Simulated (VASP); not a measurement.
Here is a VASP 6.6.1 calculation.

Contents of INCAR:

```
SYSTEM = Ca4O3
PREC     = Accurate       ! precision mode
ENCUT    = 520            ! plane-wave cutoff, eV
EDIFF    = 1E-6           ! SCF threshold, eV
ISMEAR   = -1             ! smearing method
SIGMA    = 0.05           ! smearing width, eV
LREAL    = .FALSE.        ! projectors in reciprocal space
LASPH    = .TRUE.         ! aspherical terms in the spheres
NELM     = 100            ! most SCF steps
ALGO     = Normal         ! electronic algorithm
ISIF     = 2              ! what is computed and relaxed
LWAVE    = .FALSE.        ! write WAVECAR
LCHARG   = .TRUE.         ! write CHGCAR
GGA      = PS             ! functional
LELF     = .TRUE.         ! ELF
LVHAR    = .TRUE.       
NBANDS   = 71             ! bands
NELECT   = 114.0
```

The input KPOINTS:

```
Automatic mesh
0
Gamma
  2 2 2
  0.5 0.5 0.5
```

The input POSCAR:

```
Ca4O3
1.0
    0.0000000000      4.7676000000      4.7676000000
    4.7676000000      0.0000000000      4.7676000000
    4.7676000000      4.7676000000      0.0000000000
O Ca
6 8
Direct
    0.2483210000      0.7119960000      0.7769880000
    0.7425290000      0.2659970000      0.7648780000
    0.2502360000      0.2461130000      0.7386730000
    0.7201070000      0.7694700000      0.2810590000
    0.2655320000      0.2721340000      0.2193030000
    0.7746870000      0.7568930000      0.7232220000
    0.9822290000      0.9948070000      0.0112290000
    0.5197750000      0.4976510000      0.4977560000
    0.0009680000      0.0266010000      0.4772980000
    0.4820080000      0.5325510000      0.9848130000
    0.0187350000      0.4959100000      0.9890420000
    0.4713210000      0.9976640000      0.5144740000
    0.5083360000      0.0237040000      0.9838820000
    0.9969540000      0.5259730000      0.4822770000
```

Potentials or basis: VASP PAW PBE potentials, release 64 (O, Ca_sv).

The run is started by

```bash
$ cat potpaw_PBE.64/O/POTCAR potpaw_PBE.64/Ca_sv/POTCAR > POTCAR
$ mpirun -np 1 vasp_std > vasp.out
```

What does it give for the largest force?

2.171 eV/Å.

Forces in eV/Å, atoms in the order of the input:
```
O    0.528 -1.393  1.579
O   -0.907 -0.168  0.290
O    0.446  0.350  0.008
O   -1.382 -0.353  0.315
O    0.544  0.352 -1.010
O    0.881 -0.227  0.116
Ca  -0.764 -1.575  0.681
Ca   1.268  0.341 -0.631
Ca   0.958  1.737 -0.772
Ca  -1.350  0.837  0.344
Ca  -0.308 -1.176  0.023
Ca   0.257  0.129  0.074
Ca  -0.381  0.073  0.273
Ca   0.212  1.071 -1.290
```

Caveat: the k points lie up to 0.57 Å⁻¹ apart; the cell carries a net charge on a neutralising background, which shifts energy and pressure; the PAW data sets were made with another functional, which shifts forces and pressure a little.
